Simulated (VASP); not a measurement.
# Ta3W in VASP: single point with PBEsol

Aim: the single point of Ta3W with PBEsol.

Program: VASP 6.6.1. These are calculated values, not measurements. Logs are shortened: lines on timing, memory, paths and dates and some standing lists are left out, and cuts for length are marked.

## 1. The cell of the first run

The cell holds a slab with vacuum, 12 atoms: a = 4.620 Å, b = 4.620 Å, c = 20.168 Å, α = 90.00°, β = 90.00°, γ = 90.00°.

## 2. Single point, PBEsol

Input file INCAR:

```
  PREC = Accurate
  ENCUT = 520
  EDIFF = 1E-7
  ISMEAR = -1
  SIGMA = 0.1
  LREAL = False
  LASPH = True
  NELM = 80
  ALGO = Normal
  ISIF = 2
  LWAVE = False
  LCHARG = False
  LDIPOL = True
  IDIPOL = 3
  DIPOL = 0.5 0.5 0.500
  GGA = PS
  NBANDS = 82
```

Input file KPOINTS:

```
Automatic mesh
0
Gamma
  4 4 1
```

Input file POSCAR:

```
Ta3W
1.0
    4.6204806501      0.0000000000      0.0000000000
    0.0000000000      4.6204806501      0.0000000000
    0.0000000000      0.0000000000     20.1679330000
Ta W
9 3
Direct
    1.0000000000      0.5000000000      0.3785011880
    0.5000000000      1.0000000000      0.3785011880
    0.5000000000      0.5000000000      0.2975019800
    0.5000000000      1.0000000000      0.5404996040
    1.0000000000      0.5000000000      0.5404996040
    1.0000000000      1.0000000000      0.4595003960
    1.0000000000      0.5000000000      0.7024980200
    0.5000000000      1.0000000000      0.7024980200
    0.5000000000      0.5000000000      0.6214988120
    0.0000000000      0.0000000000      0.2975019800
    0.5000000000      0.5000000000      0.4595003960
    1.0000000000      1.0000000000      0.6214988120
```

Potentials or basis: VASP PAW PBE potentials, release 64 (Ta_pv, W_sv).

On the command line:

```
cat potpaw_PBE.64/Ta_pv/POTCAR potpaw_PBE.64/W_sv/POTCAR > POTCAR
mpirun -np 1 vasp_std > vasp.out
```

OUTCAR:

```text
PREC = Accurate
   ENCUT = 520
   EDIFF = 1E-7
   ISMEAR = -1
   LREAL = False
   LASPH = True
   NELM = 80
   ISIF = 2
   GGA = PS

 ion  position               nearest neighbor table
   1  0.000  0.500  0.379-   3 2.83   6 2.83  10 2.83  11 2.83   6 2.83  10 2.83   3 2.83  11 2.83
                             5 3.27   2 3.27   2 3.27   2 3.27   2 3.27
   2  0.500  0.000  0.379-   3 2.83   6 2.83  10 2.83  11 2.83   3 2.83  11 2.83   6 2.83  10 2.83
                             4 3.27   1 3.27   1 3.27   1 3.27   1 3.27
   3  0.500  0.500  0.298-   1 2.83   2 2.83   2 2.83   1 2.83  11 3.27  10 3.27  10 3.27  10 3.27
                            10 3.27
   4  0.500  0.000  0.540-   6 2.83  11 2.83  11 2.83   6 2.83   9 2.83   9 2.83  12 2.83  12 2.83
                             2 3.27   8 3.27   5 3.27   5 3.27   5 3.27   5 3.27
   5  0.000  0.500  0.540-   6 2.83  11 2.83   6 2.83  11 2.83   9 2.83  12 2.83   9 2.83  12 2.83
                             1 3.27   7 3.27   4 3.27   4 3.27   4 3.27   4 3.27
   6  0.000  0.000  0.460-   4 2.83   5 2.83   5 2.83   4 2.83   1 2.83   1 2.83   2 2.83   2 2.83
                            12 3.27  10 3.27  11 3.27  11 3.27  11 3.27  11 3.27
   7  0.000  0.500  0.702-   9 2.83  12 2.83  12 2.83   9 2.83   5 3.27   8 3.27   8 3.27   8 3.27
                             8 3.27
   8  0.500  0.000  0.702-   9 2.83  12 2.83   9 2.83  12 2.83   4 3.27   7 3.27   7 3.27   7 3.27
                             7 3.27
   9  0.500  0.500  0.621-   4 2.83   5 2.83   7 2.83   8 2.83   4 2.83   8 2.83   5 2.83   7 2.83
                            11 3.27  12 3.27  12 3.27  12 3.27  12 3.27
  10  0.000  0.000  0.298-   1 2.83   2 2.83   1 2.83   2 2.83   6 3.27   3 3.27   3 3.27   3 3.27
                             3 3.27
  11  0.500  0.500  0.460-   4 2.83   5 2.83   4 2.83   5 2.83   2 2.83   1 2.83   1 2.83   2 2.83
                             9 3.27   3 3.27   6 3.27   6 3.27   6 3.27   6 3.27
  12  0.000  0.000  0.621-   4 2.83   5 2.83   7 2.83   8 2.83   5 2.83   7 2.83   4 2.83   8 2.83
                             6 3.27   9 3.27   9 3.27   9 3.27   9 3.27

  LATTYP: Found a simple tetragonal cell.
 ALAT       =     4.6204806501
 C/A-ratio  =     4.3648993530

  Lattice vectors:

 A1 = (   4.6204806501,   0.0000000000,   0.0000000000)
 A2 = (   0.0000000000,   4.6204806501,   0.0000000000)
 A3 = (   0.0000000000,   0.0000000000,  20.1679330000)

Analysis of symmetry for initial positions (statically):
=====================================================================
 Subroutine PRICEL returns:
 Original cell was already a primitive cell.

 Routine SETGRP: Setting up the symmetry group for a
 simple tetragonal supercell.

 Subroutine GETGRP returns: Found  8 space group operations
 (whereof  8 operations were pure point group operations)
 out of a pool of 16 trial point group operations.

The static configuration has the point symmetry C_4v.

Analysis of symmetry for dynamics (positions and initial velocities):
=====================================================================
 Subroutine PRICEL returns:
 Original cell was already a primitive cell.

 Routine SETGRP: Setting up the symmetry group for a
 simple tetragonal supercell.

 Subroutine GETGRP returns: Found  8 space group operations
 (whereof  8 operations were pure point group operations)
 out of a pool of 16 trial point group operations.

The dynamic configuration has the point symmetry C_4v.

 Subroutine INISYM returns: Found  8 space group operations
 (whereof  8 operations are pure point group operations),
 and found     1 'primitive' translations

----------------------------------------------------------------------------------------

                                     Primitive cell

  volume of cell :     430.5620

  direct lattice vectors                    reciprocal lattice vectors
     4.620480650  0.000000000  0.000000000     0.216427700  0.000000000  0.000000000
     0.000000000  4.620480650  0.000000000     0.000000000  0.216427700  0.000000000
     0.000000000  0.000000000 20.167933000     0.000000000  0.000000000  0.049583663

  length of vectors
     4.620480650  4.620480650 20.167933000     0.216427700  0.216427700  0.049583663

  position of ions in fractional coordinates (direct lattice)
     0.000000000  0.500000000  0.378501188
     0.500000000  0.000000000  0.378501188
     0.500000000  0.500000000  0.297501980
     0.500000000  0.000000000  0.540499604
     0.000000000  0.500000000  0.540499604
     0.000000000  0.000000000  0.459500396
     0.000000000  0.500000000  0.702498020
     0.500000000  0.000000000  0.702498020
     0.500000000  0.500000000  0.621498812
     0.000000000  0.000000000  0.297501980
     0.500000000  0.500000000  0.459500396
[... 42 lines left out ...]

 Following reciprocal coordinates:
            Coordinates               Weight
  0.000000  0.000000  0.000000      1.000000
  0.250000  0.000000  0.000000      4.000000
  0.500000  0.000000  0.000000      2.000000
  0.250000  0.250000  0.000000      4.000000
  0.500000  0.250000  0.000000      4.000000
  0.500000  0.500000  0.000000      1.000000
   k-points           NKPTS =      6   k-points in BZ     NKDIM =      6   number of bands    NBANDS=     82
   number of dos      NEDOS =    301   number of ions     NIONS =     12
   total plane-waves  NPLWV = 194400
   dimension x,y,z NGX =    36 NGY =   36 NGZ =  150
   dimension x,y,z NGXF=    72 NGYF=   72 NGZF=  300
   ions per type =               9   3
   NGX,Y,Z   is equivalent  to a cutoff of  12.95, 12.95, 12.36 a.u.
   NGXF,Y,Z  is equivalent  to a cutoff of  25.91, 25.91, 24.73 a.u.
 SYSTEM =  unknown system
   PREC   = accura    normal or accurate (medium, high low for compatibility)
   ISTART =      0    job   : 0-new  1-cont  2-samecut
   ICHARG =      2    charge: 1-file 2-atom 10-const
   ISPIN  =      1    spin polarized calculation?
   LNONCOLLINEAR =      F non collinear calculations
   LSORBIT =      F    spin-orbit coupling
   LASPH  =      T    aspherical Exc in radial PAW
   ENCUT  =  520.0 eV  38.22 Ry    6.18 a.u.   8.59  8.59 37.50*2*pi/ulx,y,z
   NELM   =     80;   NELMIN=  2; NELMDL= -5     # of ELM steps
   EDIFF  = 0.1E-06   stopping-criterion for ELM
   LREAL  =      F    real-space projection
   EDIFFG = 0.1E-05   stopping-criterion for IOM
   NSW    =      0    number of steps for IOM
   IBRION =     -1    ionic relax: 0-MD 1-quasi-New 2-CG
   NFREE  =      0    steps in history (QN), initial steepest desc. (CG)
   ISIF   =      2    stress and relaxation
   ISYM   =      2    0-nonsym 1-usesym 2-fastsym
   POTIM  = 0.5000    time-step for ionic-motion
   TEBEG  =    0.0;   TEEND  =   0.0 temperature during run
   PSTRESS=    0.0 pullay stress
   NELECT =     141.0000    total number of electrons
   NUPDOWN=      -1.0000    fix difference up-down
   EMIN   =  10.00;   EMAX   =-10.00  energy-range for DOS
   EFERMI =   0.00;   METHOD = LEGACY
   ISMEAR =    -1;   SIGMA  =   0.10  broadening in eV -4-tet -1-fermi 0-gaus
   EFERMI_NEDOS =   21; number of points for ismear=-14 and -15
   IALGO  =     38    algorithm
   IMIX   =      4    mixing-type and parameters
     AMIX     =   0.40;   BMIX     =  1.00
     AMIX_MAG =   1.60;   BMIX_MAG =  1.00
  volume/ion in A,a.u.               =      35.88       242.13
  Fermi-wavevector in a.u.,A,eV,Ry     =   1.128416  2.132397 17.324612  1.273323
  Thomas-Fermi vector in A             =   2.265106
   LORBIT       =      0    0 simple, 1 ext, 2 COOP (PROOUT), +10 PAW based schemes
   GGA     = PS    functional components
   LHFCALC =     F    Hartree Fock is set to
   AEXX    =    0.0000 exact exchange contribution
   IVDW    =     0    specifies the selected vdW correction
   LEPSILON=     F    determine dielectric tensor
   LRPA    =     F    only Hartree local field effects (RPA)
 non-spin polarized calculation
  energy-cutoff  :      520.00
  volume of cell :      430.56
 maximum number of plane-waves:     11635
 NGX is ok and might be reduce to    36
   NGX = 17   NGY = 17   NGZ = 75

 dipolmoment           0.000000      0.000000      0.014083 electrons x Angstroem

 number of electron     141.0000026 magnetization

 dipolmoment           0.000000      0.000000     -0.007070 electrons x Angstroem

 Free energy of the ion-electron system (eV)
  ---------------------------------------------------
  ext. energy  EPLUGINS =         0.00000000
  ---------------------------------------------------
  free energy    TOTEN  =      -145.50459281 eV

  energy without entropy =     -145.02543145  energy(sigma->0) =     -145.26501213

 E-fermi :   1.3917     XC(G=0):  -7.5145

 val. band max:        1.3739819333   @ k =   0.5000   0.0000   0.0000
 cond. band min:       1.4011646785   @ k =   0.2500   0.2500   0.0000
 fundamental gap:      0.0271827452
 Fermi energy:         1.3917204426

 k-point     1 :       0.0000    0.0000    0.0000
  band No.  band energies     occupation
      1     -72.5858      2.00000
      2     -72.1040      2.00000
      3     -72.0009      2.00000
      4     -36.7999      2.00000
      5     -36.7271      2.00000
      6     -36.7271      2.00000
[... 499 lines left out ...]
     81       3.2734      0.00000
     82       3.2735      0.00000

------------------------ aborting loop because EDIFF is reached ----------------------------------------

 vacuum level on the upper side and lower side of the slab       (xc-potential included)        -0.440        -0.410

  FORCE on cell =-STRESS in cart. coord.  units (eV):
  Direction    XX          YY          ZZ          XY          YZ          ZX
  --------------------------------------------------------------------------------------
  -------------------------------------------------------------------------------------
  Total      -19.7033914    -19.7033914    -13.0819699      0.0000000      0.0000000     -0.0000000
  in kB      -73.3188873    -73.3188873    -48.6797149      0.0000000      0.0000000     -0.0000000
  external PRESSURE =     -65.1058298 kB  Pullay stress =       0.0000000 kB

 VOLUME and BASIS-vectors are now :
 -----------------------------------------------------------------------------
  energy-cutoff  :      520.00
  volume of cell :      430.56
      direct lattice vectors                 reciprocal lattice vectors
     4.620480650  0.000000000  0.000000000     0.216427700  0.000000000  0.000000000
     0.000000000  4.620480650  0.000000000     0.000000000  0.216427700  0.000000000
     0.000000000  0.000000000 20.167933000     0.000000000  0.000000000  0.049583663

 POSITION                                       TOTAL-FORCE (eV/Angst)
 -----------------------------------------------------------------------------------
      0.00000      2.31024      7.63359         0.000000     -0.000000     -1.169496
      2.31024      0.00000      7.63359         0.000000     -0.000000     -1.169496
      2.31024      2.31024      6.00000         0.000000     -0.000000      0.615604
      2.31024      0.00000     10.90076         0.000000     -0.000000      0.494167
      0.00000      2.31024     10.90076         0.000000      0.000000      0.494167
      0.00000      0.00000      9.26717         0.000000     -0.000000     -0.367790
      0.00000      2.31024     14.16793         0.000000      0.000000     -1.692029
      2.31024      0.00000     14.16793         0.000000     -0.000000     -1.692029
      2.31024      2.31024     12.53435        -0.000000     -0.000000      1.458676
      0.00000      0.00000      6.00000         0.000000     -0.000000      2.566384
      2.31024      2.31024      9.26717         0.000000     -0.000000     -0.699957
      0.00000      0.00000     12.53435         0.000000     -0.000000      1.161799
 -----------------------------------------------------------------------------------
    total drift:                                0.000000      0.000000      0.000171

  FREE ENERGIE OF THE ION-ELECTRON SYSTEM (eV)
  ---------------------------------------------------
  free  energy   TOTEN  =      -145.5045928097 eV

  energy  without entropy=     -145.0254314538  energy(sigma->0) =     -145.26501213

 vacuum level on the upper side and lower side of the slab         5.025         5.119
```

Wall time 6 min (1 thread of Intel Xeon 6975P-C (Granite Rapids), shared host); peak memory 0.54 GiB.

Results:

```
Free energy            : -145.5046 eV
Largest force          : 2.566 eV/Å
Band gap on the k mesh : zero (an odd number of electrons rules out a gap without spin polarisation)
```

Forces in eV/Å, atoms in the order of the input:
```
Ta   0.000  0.000 -1.169
Ta   0.000  0.000 -1.169
Ta   0.000  0.000  0.616
Ta   0.000  0.000  0.494
Ta   0.000  0.000  0.494
Ta   0.000  0.000 -0.368
Ta   0.000  0.000 -1.692
Ta   0.000  0.000 -1.692
Ta   0.000  0.000  1.459
W    0.000  0.000  2.566
W    0.000  0.000 -0.700
W    0.000  0.000  1.162
```

Caveat: the PAW data sets were made with another functional, which shifts forces and pressure a little; spin-orbit coupling is left out, which moves the levels of the heavy elements.
